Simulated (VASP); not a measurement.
# CoSi2 in VASP: further runs, part 2 of 2

VASP 6.6.1. Earlier steps stand in the parts before.

## Step 3: Single point, PBEsol

This run uses another cell than the first one: it holds 3 atoms, not 6.

INCAR reads:

```
SYSTEM = CoSi2
PREC = Accurate
ENCUT = 520
EDIFF = 1E-7
ISMEAR = 0
SIGMA = 0.1
LREAL = .False.
LASPH = .True.
NELM = 80
ALGO = Normal
ISIF = 2
LWAVE = .False.
LCHARG = .True.
GGA = PS
LELF = .True.
LVHAR = .True.
NBANDS = 16
ISYM = 0
```

KPOINTS reads:

```
Automatic mesh
0
Gamma
  9 7 18
  0 0 0
```

POSCAR reads:

```
CoSi2
1.0
    3.7565103887      0.0000000000      0.0000000000
    0.0000000000      5.3125079389      0.0000000000
    1.8782551944      2.6562539695      1.8782551944
Co Si
1 2
Direct
    0.0000000000      0.0000000000      0.0000000000
    0.5000000000      0.2500000000      0.0000000000
    0.5000000000      0.7500000000      0.0000000000
```

Potentials or basis: VASP PAW PBE potentials, release 64 (Co, Si).

On the command line:

```
cat potpaw_PBE.64/Co/POTCAR potpaw_PBE.64/Si/POTCAR > POTCAR
mpirun -np 1 vasp_std > vasp.out
```

OUTCAR:

```text
SYSTEM = CoSi2
   PREC = Accurate
   ENCUT = 520
   EDIFF = 1E-7
   ISMEAR = 0
   LREAL = .False.
   LASPH = .True.
   NELM = 80
   ISIF = 2
   GGA = PS
   ISYM = 0

 ion  position               nearest neighbor table
   1  0.000  0.000  0.000-   2 2.30   3 2.30   2 2.30   3 2.30   3 2.30   2 2.30   3 2.30   2 2.30

   2  0.500  0.250  0.000-   1 2.30   1 2.30   1 2.30   1 2.30   3 2.66   3 2.66   3 2.66   3 2.66
                             3 2.66   3 2.66
   3  0.500  0.750  0.000-   1 2.30   1 2.30   1 2.30   1 2.30   2 2.66   2 2.66   2 2.66   2 2.66
                             2 2.66   2 2.66
[... 638 lines left out ...]
  Direction    XX          YY          ZZ          XY          YZ          ZX
  --------------------------------------------------------------------------------------
  -------------------------------------------------------------------------------------
  Total        0.0057138      0.0666691     -0.0011107      0.0000045      0.0441340      0.0000038
  in kB        0.2442281      2.8496835     -0.0474773      0.0001934      1.8864477      0.0001642
  external PRESSURE =       1.0154781 kB  Pullay stress =       0.0000000 kB

 VOLUME and BASIS-vectors are now :
 -----------------------------------------------------------------------------
  energy-cutoff  :      520.00
  volume of cell :       37.48
      direct lattice vectors                 reciprocal lattice vectors
     3.756510389  0.000000000  0.000000000     0.266204508  0.000000000 -0.266204508
     0.000000000  5.312507939  0.000000000     0.000000000  0.188235013 -0.266204508
     1.878255194  2.656253969  1.878255194     0.000000000  0.000000000  0.532409016

 POSITION                                       TOTAL-FORCE (eV/Angst)
 -----------------------------------------------------------------------------------
      0.00000      0.00000      0.00000         0.000000      0.000000     -0.000000
      1.87826      1.32813      0.00000        -0.000000      0.002390      0.011834
      1.87826      3.98438      0.00000         0.000000     -0.002390     -0.011833
 -----------------------------------------------------------------------------------
    total drift:                                0.000000      0.000000     -0.000000

  FREE ENERGIE OF THE ION-ELECTRON SYSTEM (eV)
  ---------------------------------------------------
  free  energy   TOTEN  =       -20.9826053677 eV

  energy  without entropy=      -20.9772852712  energy(sigma->0) =      -20.97994532
```

OSZICAR:

```text
N       E                     dE             d eps       ncg     rms          rms(c)
DAV:   1     0.592566595661E+02    0.59257E+02   -0.68124E+03 18288   0.102E+03
DAV:   2    -0.194220175526E+02   -0.78679E+02   -0.70040E+02 20456   0.203E+02
DAV:   3    -0.225564596311E+02   -0.31344E+01   -0.30756E+01 23568   0.449E+01
DAV:   4    -0.226103769180E+02   -0.53917E-01   -0.53885E-01 21944   0.563E+00
DAV:   5    -0.226120273905E+02   -0.16505E-02   -0.16504E-02 24104   0.102E+00    0.154E+01
DAV:   6    -0.262673044870E+02   -0.36553E+01   -0.26463E+01 19120   0.107E+02    0.178E+01
DAV:   7    -0.210315597559E+02    0.52357E+01   -0.11741E+01 22864   0.834E+01    0.341E+00
DAV:   8    -0.210201564161E+02    0.11403E-01   -0.78468E-01 21904   0.574E+00    0.193E+00
DAV:   9    -0.209830796900E+02    0.37077E-01   -0.90225E-02 21776   0.556E+00    0.492E-01
DAV:  10    -0.209827551526E+02    0.32454E-03   -0.64083E-03 26136   0.123E+00    0.125E-01
DAV:  11    -0.209825951486E+02    0.16000E-03   -0.71101E-04 25648   0.473E-01    0.384E-02
DAV:  12    -0.209826073536E+02   -0.12205E-04   -0.42469E-05 21640   0.475E-02    0.156E-02
DAV:  13    -0.209826051884E+02    0.21652E-05   -0.39548E-06 26880   0.320E-02    0.606E-03
DAV:  14    -0.209826053083E+02   -0.11991E-06   -0.72224E-07 27680   0.913E-03    0.251E-03
DAV:  15    -0.209826053677E+02   -0.59378E-07   -0.56258E-08 12320   0.452E-03
   1 F= -.20982605E+02 E0= -.20979945E+02  d E =-.532010E-02
```

stdout:

```text
POSCAR found type information on POSCAR CoSi
 POSCAR found :  2 types and       3 ions
 scaLAPACK will be used
 -----------------------------------------------------------------------------
|                                                                             |
|                                                                             |
|     You enforced a specific xc type in the INCAR file but a different       |
[... 22 lines left out ...]
 -----------------------------------------------------------------------------

 POSCAR, INCAR and KPOINTS ok, starting setup
 FFT: planning ... GRIDC
 FFT: planning ... GRID_SOFT
 FFT: planning ... GRID
 WAVECAR not read
 entering main loop
```

Wall time 7.2 min (1 thread of Intel Xeon Platinum 8488C (Sapphire Rapids), shared host); peak memory 0.45 GiB.

What came out:

| Property | Result |
| --- | --- |
| Free energy | -20.9826 eV |
| Pressure | 0.1 GPa |
| Band gap on the k mesh | zero (an odd number of electrons rules out a gap without spin polarisation) |

Caveat: the PAW data sets were made with another functional, which shifts forces and pressure a little; the run has no spin polarisation, though such a crystal can be magnetic. Spin polarisation is off, so any magnetic state and its effect on volume and gap are missing.

## Step 4: Single point, PBEsol (uniaxial strain along c: +1.5 %)

INCAR reads:

```
  PREC = Accurate
  ENCUT = 520
  EDIFF = 1E-7
  ISMEAR = 0
  SIGMA = 0.1
  LREAL = False
  LASPH = True
  NELM = 80
  ALGO = Normal
  ISIF = 2
  LWAVE = False
  LCHARG = False
  GGA = PS
  NBANDS = 26
```

KPOINTS reads:

```
Automatic mesh
0
Gamma
  10 10 8
```

POSCAR reads:

```
CoSi2
1.0
    2.6462930137      2.6462930137      0.0000000000
   -2.6462930137      2.6462930137      0.0000000000
    0.0000000000      0.0000000000      5.3921955512
Co Si
2 4
Direct
    0.0000000000      0.0000000000      0.0000000000
    0.5000000000      0.5000000000      0.5000000000
    0.0000000000      0.5000000000      0.7500000000
    0.5000000000      0.0000000000      0.7500000000
    0.5000000000      0.0000000000      0.2500000000
    0.0000000000      0.5000000000      0.2500000000
```

On the command line:

```
cat potpaw_PBE.64/Co/POTCAR potpaw_PBE.64/Si/POTCAR > POTCAR
mpirun -np 1 vasp_std > vasp.out
```

Wall time 1.9 min (1 thread of AMD EPYC 9R45 (Zen 5), shared host); peak memory 0.27 GiB.

It converged, with:

```
Free energy            : -41.9661 eV
Pressure               : -1.3 GPa
Band gap on the k mesh : zero (bands 17 and 18 overlap by 3.23 eV)
```

Stress tensor (GPa, compression positive):
```
-0.70  0.00  0.00
 0.00 -0.70  0.00
 0.00  0.00 -2.44
```

Levels at points of the mesh, in eV from the Fermi level:
| k point | band 15 | band 16 | band 17 | band 18 | band 19 | band 20 |
| --- | --- | --- | --- | --- | --- | --- |
| (0.00, 0.00, 0.00) | -1.35 | 0.97 | 1.75 | 2.95 | 3.30 | 3.42 |
| (0.50, 0.00, 0.00) | -1.17 | -1.17 | 0.35 | 0.35 | 2.64 | 2.64 |
| (0.50, 0.50, 0.00) | -1.95 | -1.95 | -1.36 | -1.36 | 1.61 | 1.61 |
| (0.00, 0.00, 0.50) | -0.31 | -0.31 | -0.31 | -0.31 | 1.57 | 1.57 |
| (0.50, 0.00, 0.50) | -0.54 | -0.54 | -0.40 | -0.40 | 2.72 | 2.72 |
| (0.50, 0.50, 0.50) | -1.45 | -1.45 | -0.72 | -0.72 | 3.64 | 3.64 |

Caveat: the cell differs from its parent crystal (uniaxial strain along c: +1.5 %); the PAW data sets were made with another functional, which shifts forces and pressure a little; the run has no spin polarisation, though such a crystal can be magnetic. Spin polarisation is off, so any magnetic state and its effect on volume and gap are missing.

## Step 5: Summary

| cell | k mesh | gap on the mesh (eV) | pressure (GPa) |
| --- | --- | --- | --- |
| a = 3.735, b = 3.735, c = 5.392 Å, 6 atoms, atomic positions A | 10 × 10 × 8 | none | -0.5 |
| a = 3.757, b = 5.313 Å, angles 45.0, 60.0, 90.0°, 3 atoms, atomic positions B | 9 × 7 × 18 | none | 0.1 |
| a = 3.742, b = 3.742, c = 5.392 Å, 6 atoms, atomic positions A | 10 × 10 × 8 | none | -1.3 |

Alike in all rows: task single point; level PBEsol; potentials or basis VASP PAW PBE potentials, release 64 (Co, Si); no spin polarisation; cutoff (eV) 520; smearing gaussian 0.1 eV.

Caveats: the PAW data sets were made with another functional, which shifts forces and pressure a little; the run has no spin polarisation, though such a crystal can be magnetic.

Absolute energies hang on the potentials; compare differences alone.
